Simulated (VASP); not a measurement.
# InFeNi (P6_3/mmc) in VASP: single point with PBE

Aim: the single point of InFeNi with PBE.

Everything below comes from runs of VASP 6.6.1. Logs are shortened: lines on timing, memory, paths and dates and some standing lists are left out, and cuts for length are marked.

## 1. The cell of the first run

It takes space group P6_3/mmc (No. 194, hexagonal). Conventional cell: a = 4.461 Å, b = 4.461 Å, c = 5.371 Å, α = 90.00°, β = 90.00°, γ = 120.00°. In (site symmetry -6m2) has 5 Ni at 2.58 to 2.69 Å and 6 Fe at 2.90 Å within 3.4 Å. Ni (site symmetry -6m2) has 5 In at 2.58 to 2.69 Å and 6 Fe at 2.90 Å within 3.4 Å. Fe (site symmetry -3m) has 2 Fe at 2.69 Å and 6 In at 2.90 Å and 6 Ni at 2.90 Å within 3.5 Å.

## 2. Single point, PBE, collinear spin, ferromagnetic start

INCAR

```
  PREC = Accurate
  ENCUT = 520
  EDIFF = 1E-7
  ISMEAR = -1
  SIGMA = 0.05
  LREAL = False
  LASPH = True
  NELM = 150
  ALGO = Normal
  ISIF = 2
  LWAVE = False
  LCHARG = True
  ISPIN = 2
  MAGMOM = 0 0 1 1 3 3
  LORBIT = 11
  LMAXMIX = 4
  GGA = PE
  LELF = True
  LVHAR = True
  NBANDS = 44
```

KPOINTS

```
Automatic mesh
0
Gamma
  7 7 5
```

POSCAR

```
InFeNi
1.0
    4.4611546634      0.0000000000      0.0000000000
   -2.2305773317      3.8634732687      0.0000000000
    0.0000000000      0.0000000000      5.3710542296
In Ni Fe
2 2 2
Direct
    0.6666666667      0.3333333333      0.7500000000
    0.3333333333      0.6666666667      0.2500000000
    0.6666666667      0.3333333333      0.2500000000
    0.3333333333      0.6666666667      0.7500000000
    0.0000000000      0.0000000000      0.5000000000
    0.0000000000      0.0000000000      0.0000000000
```

Potentials or basis: VASP PAW PBE potentials, release 64 (In_d, Ni, Fe).

Started as:

```
$ cat potpaw_PBE.64/In_d/POTCAR potpaw_PBE.64/Ni/POTCAR potpaw_PBE.64/Fe/POTCAR > POTCAR
$ mpirun -np 1 vasp_std > vasp.out
```

OUTCAR:

```text
PREC = Accurate
   ENCUT = 520
   EDIFF = 1E-7
   ISMEAR = -1
   LREAL = False
   LASPH = True
   NELM = 150
   ISIF = 2
   ISPIN = 2
   LORBIT = 11
   GGA = PE

 ion  position               nearest neighbor table
   1  0.667  0.333  0.750-   4 2.58   4 2.58   4 2.58   3 2.69   3 2.69   5 2.90   6 2.90   5 2.90
                             6 2.90   5 2.90   6 2.90   2 3.72   2 3.72   2 3.72   2 3.72   2 3.72
   2  0.333  0.667  0.250-   3 2.58   3 2.58   3 2.58   4 2.69   4 2.69   5 2.90   6 2.90   6 2.90
                             5 2.90   6 2.90   5 2.90   1 3.72   1 3.72   1 3.72   1 3.72   1 3.72
   3  0.667  0.333  0.250-   2 2.58   2 2.58   2 2.58   1 2.69   1 2.69   5 2.90   6 2.90   5 2.90
                             6 2.90   5 2.90   6 2.90
   4  0.333  0.667  0.750-   1 2.58   1 2.58   1 2.58   2 2.69   2 2.69   5 2.90   6 2.90   6 2.90
                             5 2.90   6 2.90   5 2.90
   5  0.000  0.000  0.500-   6 2.69   6 2.69   3 2.90   4 2.90   1 2.90   2 2.90   2 2.90   4 2.90
                             1 2.90   3 2.90   1 2.90   3 2.90   2 2.90   4 2.90
   6  0.000  0.000  0.000-   5 2.69   5 2.69   3 2.90   4 2.90   1 2.90   2 2.90   2 2.90   4 2.90
                             1 2.90   3 2.90   1 2.90   3 2.90   2 2.90   4 2.90

  LATTYP: Found a hexagonal cell.
 ALAT       =     4.4611546634
 C/A-ratio  =     1.2039605517

  Lattice vectors:

 A1 = (   4.4611546634,   0.0000000000,   0.0000000000)
 A2 = (  -2.2305773317,   3.8634732687,   0.0000000000)
 A3 = (   0.0000000000,   0.0000000000,   5.3710542296)

Analysis of symmetry for initial positions (statically):
=====================================================================
 Subroutine PRICEL returns:
 Original cell was already a primitive cell.

 Routine SETGRP: Setting up the symmetry group for a
 hexagonal supercell.

 Subroutine GETGRP returns: Found 24 space group operations
 (whereof 12 operations were pure point group operations)
 out of a pool of 24 trial point group operations.

The static configuration has the point symmetry D_3d.
 The point group associated with its full space group is D_6h.

Analysis of symmetry for dynamics (positions and initial velocities):
=====================================================================
 Subroutine PRICEL returns:
 Original cell was already a primitive cell.

 Routine SETGRP: Setting up the symmetry group for a
 hexagonal supercell.

 Subroutine GETGRP returns: Found 24 space group operations
 (whereof 12 operations were pure point group operations)
 out of a pool of 24 trial point group operations.

The dynamic configuration has the point symmetry D_3d.
 The point group associated with its full space group is D_6h.

Analysis of structural, dynamic, and magnetic symmetry:
=====================================================================
 Subroutine PRICEL returns:
 Original cell was already a primitive cell.

 Routine SETGRP: Setting up the symmetry group for a
 hexagonal supercell.

 Subroutine GETGRP returns: Found 24 space group operations
 (whereof 12 operations were pure point group operations)
 out of a pool of 24 trial point group operations.

The overall configuration has the point symmetry D_3d.
 The point group associated with its full space group is D_6h.

 Subroutine INISYM returns: Found 24 space group operations
 (whereof 12 operations are pure point group operations),
 and found     1 'primitive' translations

----------------------------------------------------------------------------------------

                                     Primitive cell

  volume of cell :      92.5731

  direct lattice vectors                    reciprocal lattice vectors
     4.461154663  0.000000000  0.000000000     0.224157214  0.129417228  0.000000000
    -2.230577332  3.863473269  0.000000000     0.000000000  0.258834456  0.000000000
     0.000000000  0.000000000  5.371054230     0.000000000  0.000000000  0.186183188

  length of vectors
     4.461154663  4.461154663  5.371054230     0.258834456  0.258834456  0.186183188

  position of ions in fractional coordinates (direct lattice)
     0.666666667  0.333333333  0.750000000
     0.333333333  0.666666667  0.250000000
     0.666666667  0.333333333  0.250000000
     0.333333333  0.666666667  0.750000000
     0.000000000  0.000000000  0.500000000
     0.000000000  0.000000000  0.000000000
[... 63 lines left out ...]
   number of dos      NEDOS =    301   number of ions     NIONS =      6
   total plane-waves  NPLWV =  51840
   dimension x,y,z NGX =    36 NGY =   36 NGZ =   40
   dimension x,y,z NGXF=    72 NGYF=   72 NGZF=   80
   ions per type =               2   2   2
   NGX,Y,Z   is equivalent  to a cutoff of  13.42, 13.42, 12.38 a.u.
   NGXF,Y,Z  is equivalent  to a cutoff of  26.83, 26.83, 24.76 a.u.
 SYSTEM =  unknown system
   PREC   = accura    normal or accurate (medium, high low for compatibility)
   ISTART =      0    job   : 0-new  1-cont  2-samecut
   ICHARG =      2    charge: 1-file 2-atom 10-const
   ISPIN  =      2    spin polarized calculation?
   LNONCOLLINEAR =      F non collinear calculations
   LSORBIT =      F    spin-orbit coupling
   LASPH  =      T    aspherical Exc in radial PAW
   ENCUT  =  520.0 eV  38.22 Ry    6.18 a.u.   8.29  8.29  9.99*2*pi/ulx,y,z
   NELM   =    150;   NELMIN=  2; NELMDL= -5     # of ELM steps
   EDIFF  = 0.1E-06   stopping-criterion for ELM
   LREAL  =      F    real-space projection
   EDIFFG = 0.1E-05   stopping-criterion for IOM
   NSW    =      0    number of steps for IOM
   IBRION =     -1    ionic relax: 0-MD 1-quasi-New 2-CG
   NFREE  =      0    steps in history (QN), initial steepest desc. (CG)
   ISIF   =      2    stress and relaxation
   ISYM   =      2    0-nonsym 1-usesym 2-fastsym
   POTIM  = 0.5000    time-step for ionic-motion
   TEBEG  =    0.0;   TEEND  =   0.0 temperature during run
   PSTRESS=    0.0 pullay stress
   NELECT =      62.0000    total number of electrons
   NUPDOWN=      -1.0000    fix difference up-down
   EMIN   =  10.00;   EMAX   =-10.00  energy-range for DOS
   EFERMI =   0.00;   METHOD = LEGACY
   ISMEAR =    -1;   SIGMA  =   0.05  broadening in eV -4-tet -1-fermi 0-gaus
   EFERMI_NEDOS =   21; number of points for ismear=-14 and -15
   IALGO  =     38    algorithm
   IMIX   =      4    mixing-type and parameters
     AMIX     =   0.40;   BMIX     =  1.00
     AMIX_MAG =   1.60;   BMIX_MAG =  1.00
  volume/ion in A,a.u.               =      15.43       104.12
  Fermi-wavevector in a.u.,A,eV,Ry     =   1.432332  2.706716 27.913388  2.051576
  Thomas-Fermi vector in A             =   2.551971
   LORBIT       =     11    0 simple, 1 ext, 2 COOP (PROOUT), +10 PAW based schemes
   GGA     = PE    functional components
   LHFCALC =     F    Hartree Fock is set to
   AEXX    =    0.0000 exact exchange contribution
   IVDW    =     0    specifies the selected vdW correction
   LEPSILON=     F    determine dielectric tensor
   LRPA    =     F    only Hartree local field effects (RPA)
 spin polarized calculation
  energy-cutoff  :      520.00
  volume of cell :       92.57
 maximum number of plane-waves:      2506
 NGX is ok and might be reduce to    36
   NGX = 17   NGY = 17   NGZ = 19

 number of electron      62.0000017 magnetization       6.1194836

 Free energy of the ion-electron system (eV)
  ---------------------------------------------------
  ext. energy  EPLUGINS =         0.00000000
  ---------------------------------------------------
  free energy    TOTEN  =       -31.85018750 eV

  energy without entropy =      -31.79508800  energy(sigma->0) =      -31.82263775

 E-fermi :   7.9720     XC(G=0): -11.9559

 val. band max:        7.9657565339   @ k =   0.1429   0.1429   0.4000
 cond. band min:       7.9732753277   @ k =   0.2857   0.0000   0.4000
 fundamental gap:      0.0075187938
 Fermi energy:         7.9720089661

 spin component 1

 k-point     1 :       0.0000    0.0000    0.0000
  band No.  band energies     occupation
      1      -6.3078      1.00000
      2      -6.2378      1.00000
      3      -6.2378      1.00000
      4      -6.2207      1.00000
      5      -6.1937      1.00000
      6      -6.1937      1.00000
[... 1093 lines left out ...]
     42      15.5280      0.00000
     43      16.0610      0.00000
 Fermi energy:         7.9720089661

 spin component 2

 k-point     1 :       0.0000    0.0000    0.0000
  band No.  band energies     occupation
      1      -6.3257      1.00000
      2      -6.2476      1.00000
      3      -6.2476      1.00000
      4      -6.2357      1.00000
      5      -6.2121      1.00000
      6      -6.2121      1.00000
[... 1093 lines left out ...]
     42      15.8030      0.00000
     43      16.5332      0.00000
 [bands above 43 left out]

------------------------ aborting loop because EDIFF is reached ----------------------------------------

  FORCE on cell =-STRESS in cart. coord.  units (eV):
  Direction    XX          YY          ZZ          XY          YZ          ZX
  --------------------------------------------------------------------------------------
  -------------------------------------------------------------------------------------
  Total       -3.0317250     -3.0317250     -3.3809629     -0.0000000     -0.0000000      0.0000000
  in kB      -52.4705547    -52.4705547    -58.5148710     -0.0000000     -0.0000000      0.0000000
  external PRESSURE =     -54.4853268 kB  Pullay stress =       0.0000000 kB

 VOLUME and BASIS-vectors are now :
 -----------------------------------------------------------------------------
  energy-cutoff  :      520.00
  volume of cell :       92.57
      direct lattice vectors                 reciprocal lattice vectors
     4.461154663  0.000000000  0.000000000     0.224157214  0.129417228  0.000000000
    -2.230577332  3.863473269  0.000000000     0.000000000  0.258834456  0.000000000
     0.000000000  0.000000000  5.371054230     0.000000000  0.000000000  0.186183188

 POSITION                                       TOTAL-FORCE (eV/Angst)
 -----------------------------------------------------------------------------------
      2.23058      1.28782      4.02829        -0.000000      0.000000      0.000000
     -0.00000      2.57565      1.34276         0.000000     -0.000000      0.000000
      2.23058      1.28782      1.34276        -0.000000      0.000000      0.000000
     -0.00000      2.57565      4.02829         0.000000      0.000000      0.000000
      0.00000      0.00000      2.68553        -0.000000      0.000000      0.000000
      0.00000      0.00000      0.00000        -0.000000      0.000000      0.000000
 -----------------------------------------------------------------------------------
    total drift:                               -0.000000      0.000000     -0.000000

  FREE ENERGIE OF THE ION-ELECTRON SYSTEM (eV)
  ---------------------------------------------------
  free  energy   TOTEN  =       -31.8501874991 eV

  energy  without entropy=      -31.7950879994  energy(sigma->0) =      -31.82263775

 total charge

# of ion       s       p       d       tot
------------------------------------------
    1        0.852   0.834   9.887  11.573
    2        0.852   0.834   9.887  11.573
    3        0.422   0.373   8.419   9.214
    4        0.422   0.373   8.419   9.214
    5        0.348   0.349   6.115   6.812
    6        0.348   0.349   6.115   6.812
--------------------------------------------------
tot          3.245   3.112  48.843  55.199

 magnetization (x)

# of ion       s       p       d       tot
------------------------------------------
    1       -0.010  -0.055   0.003  -0.063
    2       -0.010  -0.055   0.003  -0.063
    3       -0.012  -0.025   0.338   0.300
    4       -0.012  -0.025   0.338   0.300
    5        0.019   0.011   2.814   2.843
    6        0.019   0.011   2.814   2.843
--------------------------------------------------
tot         -0.008  -0.140   6.308   6.160
```

Wall time 3.6 min (1 thread of AMD EPYC 7R13 (Zen 3), shared host); peak memory 0.32 GiB.

Results:

- Free energy: -31.8502 eV
- Pressure: -5.4 GPa
- Net moment: 6.12 μB per cell
- Site moments: In -0.06; Ni +0.30; Fe +2.84 μB
- Valence electrons inside the program's atomic spheres: In 11.57; Ni 9.21; Fe 6.81

Stress tensor (GPa, compression positive):
```
-5.25  0.00  0.00
 0.00 -5.25  0.00
 0.00  0.00 -5.85
```

Caveat: the cell stands under tension; spin-orbit coupling is left out, which moves the levels of the heavy elements.
